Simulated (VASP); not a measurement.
# Cd (P6_3/mmc) in VASP: further runs

The runs below take Cd through single point, with LDA.

Program: VASP 6.6.1. These are calculated values, not measurements. Logs are shortened: lines on timing, memory, paths and dates and some standing lists are left out, and cuts for length are marked.

## Step 1: The cell of the first run

The structure is hexagonal, space group P6_3/mmc (No. 194). Conventional cell: a = 2.993 Å, b = 2.993 Å, c = 5.855 Å, α = 90.00°, β = 90.00°, γ = 120.00°. Cd (site symmetry -6m2) has 12 Cd at 2.99 to 3.40 Å within 3.9 Å.

## Step 2: Single point, LDA (22.71 Å³/atom)

Input file INCAR:

```
SYSTEM = Cd
PREC = Accurate
ENCUT = 520
EDIFF = 1E-6
ISMEAR = -1
SIGMA = 0.1
LREAL = .FALSE.
LASPH = .TRUE.
NELM = 100
ALGO = Normal
ISIF = 2
LWAVE = .FALSE.
LCHARG = .FALSE.
GGA = CA
NBANDS = 19
```

Input file KPOINTS:

```
regular mesh
0
G
  21 21 9
  0 0 0
```

Input file POSCAR:

```
Cd
1.0
    2.9928125447      0.0000000000      0.0000000000
   -1.4964062723      2.5918516925      0.0000000000
    0.0000000000      0.0000000000      5.8554413720
Cd
2
Direct
    0.3333333333      0.6666666667      0.2500000000
    0.6666666667      0.3333333333      0.7500000000
```

Potentials or basis: VASP PAW LDA potentials, release 64 (Cd).

The run is started by

```sh
> cat potpaw_LDA.64/Cd/POTCAR > POTCAR
> mpirun -np 1 vasp_std > vasp.out
```

OUTCAR:

```text
SYSTEM = Cd
   PREC = Accurate
   ENCUT = 520
   EDIFF = 1E-6
   ISMEAR = -1
   LREAL = .FALSE.
   LASPH = .TRUE.
   NELM = 100
   ISIF = 2
   GGA = CA

 ion  position               nearest neighbor table
   1  0.333  0.667  0.250-   2 3.40   2 3.40   2 3.40   2 3.40   2 3.40   2 3.40
   2  0.667  0.333  0.750-   1 3.40   1 3.40   1 3.40   1 3.40   1 3.40   1 3.40

  LATTYP: Found a hexagonal cell.
 ALAT       =     2.9928125447
 C/A-ratio  =     1.9565012123

  Lattice vectors:

 A1 = (   2.9928125447,   0.0000000000,   0.0000000000)
 A2 = (  -1.4964062723,   2.5918516925,   0.0000000000)
 A3 = (   0.0000000000,   0.0000000000,   5.8554413720)

Analysis of symmetry for initial positions (statically):
=====================================================================
 Subroutine PRICEL returns:
 Original cell was already a primitive cell.

 Routine SETGRP: Setting up the symmetry group for a
 hexagonal supercell.

 Subroutine GETGRP returns: Found 24 space group operations
 (whereof 12 operations were pure point group operations)
 out of a pool of 24 trial point group operations.

The static configuration has the point symmetry D_3d.
 The point group associated with its full space group is D_6h.

Analysis of symmetry for dynamics (positions and initial velocities):
=====================================================================
 Subroutine PRICEL returns:
 Original cell was already a primitive cell.

 Routine SETGRP: Setting up the symmetry group for a
 hexagonal supercell.

 Subroutine GETGRP returns: Found 24 space group operations
 (whereof 12 operations were pure point group operations)
 out of a pool of 24 trial point group operations.

The dynamic configuration has the point symmetry D_3d.
 The point group associated with its full space group is D_6h.

 Subroutine INISYM returns: Found 24 space group operations
 (whereof 12 operations are pure point group operations),
 and found     1 'primitive' translations

----------------------------------------------------------------------------------------

                                     Primitive cell

  volume of cell :      45.4202

  direct lattice vectors                    reciprocal lattice vectors
     2.992812545  0.000000000  0.000000000     0.334133857  0.192912273  0.000000000
    -1.496406272  2.591851693  0.000000000     0.000000000  0.385824545  0.000000000
     0.000000000  0.000000000  5.855441372     0.000000000  0.000000000  0.170781319

  length of vectors
     2.992812545  2.992812545  5.855441372     0.385824545  0.385824545  0.170781319

  position of ions in fractional coordinates (direct lattice)
     0.333333333  0.666666667  0.250000000
     0.666666667  0.333333333  0.750000000

  ion indices of the primitive-cell ions
   primitive index   ion index
                 1           1
                 2           2

----------------------------------------------------------------------------------------

 KPOINTS: regular mesh

Automatic generation of k-mesh.
 Grid dimensions read from file:
 generate k-points for:   21   21    9

 Generating k-lattice:

  Cartesian coordinates                     Fractional coordinates (reciprocal lattice)
     0.015911136  0.009186299  0.000000000     0.047619048 -0.000000000  0.000000000
     0.000000000  0.018372597  0.000000000     0.000000000  0.047619048  0.000000000
     0.000000000  0.000000000  0.018975702     0.000000000  0.000000000  0.111111111

  Length of vectors
     0.018372597  0.018372597  0.018975702

  Shift w.r.t. Gamma in fractional coordinates (k-lattice)
     0.000000000  0.000000000  0.000000000

 Subroutine IBZKPT returns following result:
 ===========================================

 Found    240 irreducible k-points:

 Following reciprocal coordinates:
            Coordinates               Weight
  0.000000  0.000000  0.000000      1.000000
  0.047619  0.000000  0.000000      6.000000
  0.095238 -0.000000  0.000000      6.000000
  0.142857 -0.000000  0.000000      6.000000
  0.190476 -0.000000  0.000000      6.000000
  0.238095 -0.000000  0.000000      6.000000
[... 16 lines left out ...]
  0.142857  0.095238  0.000000     12.000000
  0.190476  0.095238  0.000000     12.000000
 [... further k-points ...]
   k-points           NKPTS =    240   k-points in BZ     NKDIM =    240   number of bands    NBANDS=     19
   number of dos      NEDOS =    301   number of ions     NIONS =      2
   total plane-waves  NPLWV =  27648
   dimension x,y,z NGX =    24 NGY =   24 NGZ =   48
   dimension x,y,z NGXF=    48 NGYF=   48 NGZF=   96
   ions per type =               2
   NGX,Y,Z   is equivalent  to a cutoff of  13.33, 13.33, 13.63 a.u.
   NGXF,Y,Z  is equivalent  to a cutoff of  26.66, 26.66, 27.26 a.u.
 SYSTEM =  Cd
   PREC   = accura    normal or accurate (medium, high low for compatibility)
   ISTART =      0    job   : 0-new  1-cont  2-samecut
   ICHARG =      2    charge: 1-file 2-atom 10-const
   ISPIN  =      1    spin polarized calculation?
   LNONCOLLINEAR =      F non collinear calculations
   LSORBIT =      F    spin-orbit coupling
   LASPH  =      T    aspherical Exc in radial PAW
   ENCUT  =  520.0 eV  38.22 Ry    6.18 a.u.   5.56  5.56 10.89*2*pi/ulx,y,z
   NELM   =    100;   NELMIN=  2; NELMDL= -5     # of ELM steps
   EDIFF  = 0.1E-05   stopping-criterion for ELM
   LREAL  =      F    real-space projection
   EDIFFG = 0.1E-04   stopping-criterion for IOM
   NSW    =      0    number of steps for IOM
   IBRION =     -1    ionic relax: 0-MD 1-quasi-New 2-CG
   NFREE  =      0    steps in history (QN), initial steepest desc. (CG)
   ISIF   =      2    stress and relaxation
   ISYM   =      2    0-nonsym 1-usesym 2-fastsym
   POTIM  = 0.5000    time-step for ionic-motion
   TEBEG  =    0.0;   TEEND  =   0.0 temperature during run
   PSTRESS=    0.0 pullay stress
   NELECT =      24.0000    total number of electrons
   NUPDOWN=      -1.0000    fix difference up-down
   EMIN   =  10.00;   EMAX   =-10.00  energy-range for DOS
   EFERMI =   0.00;   METHOD = LEGACY
   ISMEAR =    -1;   SIGMA  =   0.10  broadening in eV -4-tet -1-fermi 0-gaus
   EFERMI_NEDOS =   21; number of points for ismear=-14 and -15
   IALGO  =     38    algorithm
   IMIX   =      4    mixing-type and parameters
     AMIX     =   0.40;   BMIX     =  1.00
     AMIX_MAG =   1.60;   BMIX_MAG =  1.00
  volume/ion in A,a.u.               =      22.71       153.26
  Fermi-wavevector in a.u.,A,eV,Ry     =   1.323515  2.501080 23.833210  1.751692
  Thomas-Fermi vector in A             =   2.453117
   LORBIT       =      0    0 simple, 1 ext, 2 COOP (PROOUT), +10 PAW based schemes
   GGA     = CA    functional components
   LHFCALC =     F    Hartree Fock is set to
   AEXX    =    0.0000 exact exchange contribution
   IVDW    =     0    specifies the selected vdW correction
   LEPSILON=     F    determine dielectric tensor
   LRPA    =     F    only Hartree local field effects (RPA)
 non-spin polarized calculation
  energy-cutoff  :      520.00
  volume of cell :       45.42
 maximum number of plane-waves:      1257
 NGX is ok and might be reduce to    24
   NGX = 11   NGY = 11   NGZ = 21

 number of electron      23.9999994 magnetization

 Free energy of the ion-electron system (eV)
  ---------------------------------------------------
  ext. energy  EPLUGINS =         0.00000000
  ---------------------------------------------------
  free energy    TOTEN  =        -2.95699803 eV

  energy without entropy =       -2.93926396  energy(sigma->0) =       -2.94813099

 E-fermi :   2.3247     XC(G=0): -11.0932

 val. band max:        2.2594815730   @ k =   0.3333   0.1905   0.2222
 cond. band min:       2.3528768282   @ k =   0.2381   0.0476   0.1111
 fundamental gap:      0.0933952552
 Fermi energy:         2.3247082945

 k-point     1 :       0.0000    0.0000    0.0000
  band No.  band energies     occupation
      1      -7.3406      2.00000
      2      -7.1454      2.00000
      3      -6.7460      2.00000
      4      -6.7460      2.00000
      5      -6.7083      2.00000
      6      -6.7083      2.00000
[... 11 lines left out ...]
     18      17.1834      0.00000
     19      18.1217      0.00000

 k-point     2 :       0.0476    0.0000    0.0000
  band No.  band energies     occupation
      1      -7.3163      2.00000
      2      -7.1219      2.00000
      3      -6.7549      2.00000
      4      -6.7253      2.00000
      5      -6.7166      2.00000
      6      -6.6881      2.00000
[... 11 lines left out ...]
     18      16.9054      0.00000
     19      18.3537      0.00000

 k-point     3 :       0.0952   -0.0000    0.0000
  band No.  band energies     occupation
      1      -7.2507      2.00000
      2      -7.0634      2.00000
      3      -6.7778      2.00000
      4      -6.7366      2.00000
      5      -6.6645      2.00000
      6      -6.6290      2.00000
[... 11 lines left out ...]
     18      16.5966      0.00000
     19      18.2514      0.00000

 k-point     4 :       0.1429   -0.0000    0.0000
  band No.  band energies     occupation
      1      -7.1745      2.00000
      2      -7.0002      2.00000
      3      -6.8119      2.00000
      4      -6.7338      2.00000
      5      -6.5679      2.00000
      6      -6.5350      2.00000
[... 11 lines left out ...]
     18      16.2568      0.00000
     19      17.1261      0.00000

 k-point     5 :       0.1905   -0.0000    0.0000
  band No.  band energies     occupation
      1      -7.1510      2.00000
      2      -6.9719      2.00000
      3      -6.8160      2.00000
      4      -6.6680      2.00000
      5      -6.4906      2.00000
      6      -6.4421      2.00000
[... 11 lines left out ...]
     18      15.6422      0.00000
     19      15.9814      0.00000
[... 334 lines left out ...]
      2      -7.3018      2.00000
      3      -7.0922      2.00000
      4      -6.7062      2.00000
      5      -6.4609      2.00000
      6      -6.3742      2.00000
[... 11 lines left out ...]
     18      14.2495      0.00000
     19      15.5255      0.00000

 k-point    22 :       0.0952    0.0952    0.0000
  band No.  band energies     occupation
      1      -7.1107      2.00000
      2      -6.9641      2.00000
      3      -6.8191      2.00000
      4      -6.7881      2.00000
      5      -6.5056      2.00000
      6      -6.4877      2.00000
[... 11 lines left out ...]
     18      16.6821      0.00000
     19      17.1940      0.00000

 k-point    23 :       0.1429    0.0952    0.0000
  band No.  band energies     occupation
      1      -7.0589      2.00000
      2      -6.9158      2.00000
      3      -6.8622      2.00000
      4      -6.7492      2.00000
      5      -6.5063      2.00000
      6      -6.4253      2.00000
[... 11 lines left out ...]
     18      15.7422      0.00000
     19      15.7693      0.00000

 k-point    24 :       0.1905    0.0952    0.0000
  band No.  band energies     occupation
      1      -7.1021      2.00000
      2      -6.9365      2.00000
      3      -6.8062      2.00000
      4      -6.6459      2.00000
      5      -6.6374      2.00000
      6      -6.4874      2.00000
[... 11 lines left out ...]
     18      14.6928      0.00000
     19      15.1712      0.00000

 [... further k-points ...]

------------------------ aborting loop because EDIFF is reached ----------------------------------------

  FORCE on cell =-STRESS in cart. coord.  units (eV):
  Direction    XX          YY          ZZ          XY          YZ          ZX
  --------------------------------------------------------------------------------------
  -------------------------------------------------------------------------------------
  Total       -1.7124144     -1.7124144     -1.2589269     -0.0000000      0.0000000      0.0000000
  in kB      -60.4046204    -60.4046204    -44.4080600     -0.0000000      0.0000000      0.0000000
  external PRESSURE =     -55.0724336 kB  Pullay stress =       0.0000000 kB

 VOLUME and BASIS-vectors are now :
 -----------------------------------------------------------------------------
  energy-cutoff  :      520.00
  volume of cell :       45.42
      direct lattice vectors                 reciprocal lattice vectors
     2.992812545  0.000000000  0.000000000     0.334133857  0.192912273  0.000000000
    -1.496406272  2.591851693  0.000000000     0.000000000  0.385824545  0.000000000
     0.000000000  0.000000000  5.855441372     0.000000000  0.000000000  0.170781319

 POSITION                                       TOTAL-FORCE (eV/Angst)
 -----------------------------------------------------------------------------------
     -0.00000      1.72790      1.46386         0.000000     -0.000000     -0.000000
      1.49641      0.86395      4.39158        -0.000000      0.000000      0.000000
 -----------------------------------------------------------------------------------
    total drift:                               -0.000000      0.000000      0.000000

  FREE ENERGIE OF THE ION-ELECTRON SYSTEM (eV)
  ---------------------------------------------------
  free  energy   TOTEN  =        -2.9569980294 eV

  energy  without entropy=       -2.9392639579  energy(sigma->0) =       -2.94813099
```

Wall time 2.6 min (1 thread of Intel Xeon 8259CL, shared host); peak memory 0.28 GiB.

Results:

* Free energy: -2.9570 eV
* Pressure: -5.5 GPa
* Band gap on the k mesh: zero (bands 12 and 13 overlap by 4.37 eV)

Stress tensor (GPa, compression positive):
```
-6.04  0.00  0.00
 0.00 -6.04  0.00
 0.00  0.00 -4.44
```

Caveat: the cell stands under tension.

(Part 1 of 2 ends here.)
